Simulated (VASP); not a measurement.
# ZnS (R3m) in VASP: notebook

The runs below take ZnS through single point, with LDA, PBEsol, PBE.

Everything below comes from runs of VASP 6.6.1. Logs are shortened: lines on timing, memory, paths and dates and some standing lists are left out, and cuts for length are marked.

## (1) The cell of the first run

The structure is trigonal, space group R3m (No. 160). The conventional cell has a = 3.741 Å, b = 3.741 Å, c = 27.603 Å, α = 90.00°, β = 90.00°, γ = 120.00°. Within 3.0 Å of Zn (site symmetry 3m) lie 4 S at 2.29 to 2.30 Å. Within 3.0 Å of Zn (site symmetry 3m) lie 4 S at 2.29 Å. Zn (site symmetry 3m) has 4 S at 2.29 to 2.30 Å within 3.0 Å. Within 3.0 Å of S (site symmetry 3m) lie 4 Zn at 2.29 to 2.30 Å. S (site symmetry 3m) has 4 Zn at 2.29 to 2.30 Å within 3.0 Å. S (site symmetry 3m) has 4 Zn at 2.29 Å within 3.0 Å.

## (2) Single point, LDA

The input, INCAR:

```
ALGO = Normal
EDIFF = 1E-7
ENCUT = 520
GGA = CA
ISIF = 2
ISMEAR = -1
LASPH = T
LCHARG = T
LELF = T
LREAL = F
LVHAR = T
LWAVE = F
NBANDS = 36
NELM = 100
PREC = Accurate
SIGMA = 0.02
```

The input, KPOINTS:

```
k-points
0
Gamma
  8 8 8
```

The input, POSCAR:

```
ZnS
1.0
    1.8705002951      1.0799338489      9.2010133173
   -1.8705002951      1.0799338489      9.2010133173
    0.0000000000     -2.1598676978      9.2010133173
Zn S
3 3
Direct
    0.9999835954      0.9999835954      0.9999835954
    0.2223228855      0.2223228855      0.2223228855
    0.4445889577      0.4445889577      0.4445889577
    0.0832404288      0.0832404288      0.0832404288
    0.5278155605      0.5278155605      0.5278155605
    0.3053745721      0.3053745721      0.3053745721
```

Potentials or basis: VASP PAW LDA potentials, release 64 (Zn, S).

On the command line:

```bash
> cat potpaw_LDA.64/Zn/POTCAR potpaw_LDA.64/S/POTCAR > POTCAR
> mpirun -np 1 vasp_std > vasp.out
```

OUTCAR:

```text
EDIFF = 1E-7
   ENCUT = 520
   GGA = CA
   ISIF = 2
   ISMEAR = -1
   LASPH = T
   LREAL = F
   NELM = 100
   PREC = Accurate

 ion  position               nearest neighbor table
   1  1.000  1.000  1.000-   6 2.29   6 2.29   6 2.29   4 2.30
   2  0.222  0.222  0.222-   6 2.29   5 2.29   5 2.29   5 2.29
   3  0.445  0.445  0.445-   4 2.29   4 2.29   4 2.29   5 2.30
   4  0.083  0.083  0.083-   3 2.29   3 2.29   3 2.29   1 2.30
   5  0.528  0.528  0.528-   2 2.29   2 2.29   2 2.29   3 2.30
   6  0.305  0.305  0.305-   2 2.29   1 2.29   1 2.29   1 2.29

  LATTYP: Found a trigonal (rhomboedric) cell.
 ALAT       =     9.4511202795
 COS(alpha) =     0.9216608279

  Lattice vectors:

 A1 = (   1.8705002951,   1.0799338489,   9.2010133173)
 A2 = (  -1.8705002951,   1.0799338489,   9.2010133173)
 A3 = (   0.0000000000,  -2.1598676978,   9.2010133173)

Analysis of symmetry for initial positions (statically):
=====================================================================
 Subroutine PRICEL returns:
 Original cell was already a primitive cell.

 Routine SETGRP: Setting up the symmetry group for a
 trigonal (rhombohedral) supercell.

 Subroutine GETGRP returns: Found  6 space group operations
 (whereof  6 operations were pure point group operations)
 out of a pool of 12 trial point group operations.

The static configuration has the point symmetry C_3v.

Analysis of symmetry for dynamics (positions and initial velocities):
=====================================================================
 Subroutine PRICEL returns:
 Original cell was already a primitive cell.

 Routine SETGRP: Setting up the symmetry group for a
 trigonal (rhombohedral) supercell.

 Subroutine GETGRP returns: Found  6 space group operations
 (whereof  6 operations were pure point group operations)
 out of a pool of 12 trial point group operations.

The dynamic configuration has the point symmetry C_3v.

 Subroutine INISYM returns: Found  6 space group operations
 (whereof  6 operations are pure point group operations),
 and found     1 'primitive' translations

----------------------------------------------------------------------------------------

                                     Primitive cell
[... 97 lines left out ...]
   ENCUT  =  520.0 eV  38.22 Ry    6.18 a.u.  17.57 17.57 17.57*2*pi/ulx,y,z
   NELM   =    100;   NELMIN=  2; NELMDL= -5     # of ELM steps
   EDIFF  = 0.1E-06   stopping-criterion for ELM
   LREAL  =      F    real-space projection
   EDIFFG = 0.1E-05   stopping-criterion for IOM
   NSW    =      0    number of steps for IOM
   IBRION =     -1    ionic relax: 0-MD 1-quasi-New 2-CG
   NFREE  =      0    steps in history (QN), initial steepest desc. (CG)
   ISIF   =      2    stress and relaxation
   ISYM   =      2    0-nonsym 1-usesym 2-fastsym
   POTIM  = 0.5000    time-step for ionic-motion
   TEBEG  =    0.0;   TEEND  =   0.0 temperature during run
   PSTRESS=    0.0 pullay stress
   NELECT =      54.0000    total number of electrons
   NUPDOWN=      -1.0000    fix difference up-down
   EMIN   =  10.00;   EMAX   =-10.00  energy-range for DOS
   EFERMI =   0.00;   METHOD = LEGACY
   ISMEAR =    -1;   SIGMA  =   0.02  broadening in eV -4-tet -1-fermi 0-gaus
   EFERMI_NEDOS =   21; number of points for ismear=-14 and -15
   IALGO  =     38    algorithm
   IMIX   =      4    mixing-type and parameters
     AMIX     =   0.40;   BMIX     =  1.00
     AMIX_MAG =   1.60;   BMIX_MAG =  1.00
  volume/ion in A,a.u.               =      18.59       125.43
  Fermi-wavevector in a.u.,A,eV,Ry     =   1.285559  2.429355 22.485844  1.652663
  Thomas-Fermi vector in A             =   2.417686
   LORBIT       =      0    0 simple, 1 ext, 2 COOP (PROOUT), +10 PAW based schemes
   GGA     = CA    functional components
   LHFCALC =     F    Hartree Fock is set to
   AEXX    =    0.0000 exact exchange contribution
   IVDW    =     0    specifies the selected vdW correction
   LEPSILON=     F    determine dielectric tensor
   LRPA    =     F    only Hartree local field effects (RPA)
 non-spin polarized calculation
  energy-cutoff  :      520.00
  volume of cell :      111.52
 maximum number of plane-waves:      3025
   NGX = 35   NGY = 35   NGZ = 35

 number of electron      54.0000002 magnetization

 Free energy of the ion-electron system (eV)
  ---------------------------------------------------
  ext. energy  EPLUGINS =         0.00000000
  ---------------------------------------------------
  free energy    TOTEN  =       -24.61097644 eV

  energy without entropy =      -24.61097644  energy(sigma->0) =      -24.61097644

 E-fermi :   2.9451     XC(G=0): -10.3103

 val. band max:        2.5233199550   @ k =   0.0000   0.0000   0.0000
 cond. band min:       4.7266982072   @ k =   0.0000   0.0000   0.0000
 fundamental gap:      2.2033782522
 Fermi energy:         2.9451184705

 k-point     1 :       0.0000    0.0000    0.0000
  band No.  band energies     occupation
      1     -11.0412      2.00000
      2     -10.2886      2.00000
      3     -10.2781      2.00000
      4      -4.2400      2.00000
      5      -4.2283      2.00000
      6      -4.2283      2.00000
[... 925 lines left out ...]
     35       9.8862      0.00000
     36      10.3165      0.00000

 [... further k-points ...]

------------------------ aborting loop because EDIFF is reached ----------------------------------------

  FORCE on cell =-STRESS in cart. coord.  units (eV):
  Direction    XX          YY          ZZ          XY          YZ          ZX
  --------------------------------------------------------------------------------------
  -------------------------------------------------------------------------------------
  Total        0.1753379      0.1753379      0.1703232      0.0000000      0.0000000      0.0000000
  in kB        2.5190948      2.5190948      2.4470487      0.0000000      0.0000000      0.0000000
  external PRESSURE =       2.4950794 kB  Pullay stress =       0.0000000 kB

 VOLUME and BASIS-vectors are now :
 -----------------------------------------------------------------------------
  energy-cutoff  :      520.00
  volume of cell :      111.52
      direct lattice vectors                 reciprocal lattice vectors
     1.870500295  1.079933849  9.201013317     0.267308164  0.154330441  0.036227894
    -1.870500295  1.079933849  9.201013317    -0.267308164  0.154330441  0.036227894
     0.000000000 -2.159867698  9.201013317     0.000000000 -0.308660881  0.036227894

 POSITION                                       TOTAL-FORCE (eV/Angst)
 -----------------------------------------------------------------------------------
      0.00000      0.00000     27.60259         0.000000      0.000000      0.002737
      0.00000      0.00000      6.13679         0.000000      0.000000      0.003397
      0.00000      0.00000     12.27201         0.000000      0.000000      0.003753
      0.00000      0.00000      2.29769         0.000000      0.000000     -0.003477
      0.00000      0.00000     14.56931         0.000000     -0.000000     -0.002996
      0.00000      0.00000      8.42927         0.000000      0.000000     -0.003413
 -----------------------------------------------------------------------------------
    total drift:                               -0.000000      0.000000      0.000025

  FREE ENERGIE OF THE ION-ELECTRON SYSTEM (eV)
  ---------------------------------------------------
  free  energy   TOTEN  =       -24.6109764423 eV

  energy  without entropy=      -24.6109764423  energy(sigma->0) =      -24.61097644
```

OSZICAR:

```text
N       E                     dE             d eps       ncg     rms          rms(c)
DAV:   1     0.415489095953E+03    0.41549E+03   -0.25421E+04  4680   0.185E+03
DAV:   2     0.253058129136E+02   -0.39018E+03   -0.37457E+03  4692   0.409E+02
DAV:   3    -0.240099133874E+02   -0.49316E+02   -0.48701E+02  5292   0.140E+02
DAV:   4    -0.258965476120E+02   -0.18866E+01   -0.18803E+01  5700   0.272E+01
DAV:   5    -0.259257350189E+02   -0.29187E-01   -0.29171E-01  5688   0.342E+00    0.133E+01
DAV:   6    -0.246433502906E+02    0.12824E+01   -0.27246E+00  6736   0.424E+01    0.100E+01
DAV:   7    -0.246629065659E+02   -0.19556E-01   -0.28746E+00  5144   0.828E+00    0.347E+00
DAV:   8    -0.246147783828E+02    0.48128E-01   -0.12932E-01  6196   0.256E+00    0.101E+00
DAV:   9    -0.246108887298E+02    0.38897E-02   -0.45347E-02  6180   0.188E+00    0.348E-01
DAV:  10    -0.246109422276E+02   -0.53498E-04   -0.14184E-03  5724   0.578E-01    0.196E-01
DAV:  11    -0.246109822547E+02   -0.40027E-04   -0.22146E-04  5832   0.399E-01    0.633E-02
DAV:  12    -0.246109755903E+02    0.66644E-05   -0.74613E-05  5912   0.284E-01    0.290E-02
DAV:  13    -0.246109761824E+02   -0.59212E-06   -0.15764E-05  6328   0.392E-02    0.863E-03
DAV:  14    -0.246109763981E+02   -0.21573E-06   -0.20107E-06  5212   0.194E-02    0.648E-03
DAV:  15    -0.246109764423E+02   -0.44171E-07   -0.58396E-07  5180   0.270E-02
   1 F= -.24610976E+02 E0= -.24610976E+02  d E =-.449385E-11
```

Run time: 17 min. Hardware: 1 thread of Intel Xeon Platinum 8488C (Sapphire Rapids), shared host; peak memory 0.55 GiB.

Results:

```
Free energy            : -24.6110 eV
Pressure               : 0.2 GPa
Largest force          : 0.004 eV/Å
Band gap on the k mesh : 2.20 eV
```

Forces in eV/Å, atoms in the order of the input:
```
Zn   0.000  0.000  0.003
Zn   0.000  0.000  0.003
Zn   0.000  0.000  0.004
S    0.000  0.000 -0.003
S    0.000  0.000 -0.003
S    0.000  0.000 -0.003
```

Levels at points of the mesh, in eV from the valence-band top:
```csv
k point,band 24,band 25,band 26,band 27,band 28,band 29,band 30,band 31
"(0.00, 0.00, 0.00)",-0.76,-0.07,0.00,0.00,2.20,3.24,3.40,6.14
"(0.50, 0.00, 0.00)",-2.14,-2.13,-1.45,-0.98,3.11,3.70,3.90,4.75
"(0.50, 0.50, 0.00)",-2.09,-1.41,-1.41,-1.40,3.14,3.40,4.14,4.84
"(0.50, 0.50, 0.50)",-0.28,-0.28,-0.27,-0.27,3.08,3.31,3.46,6.12
```

A k mesh can miss the band edges.

(Part 1 of 2 ends here.)
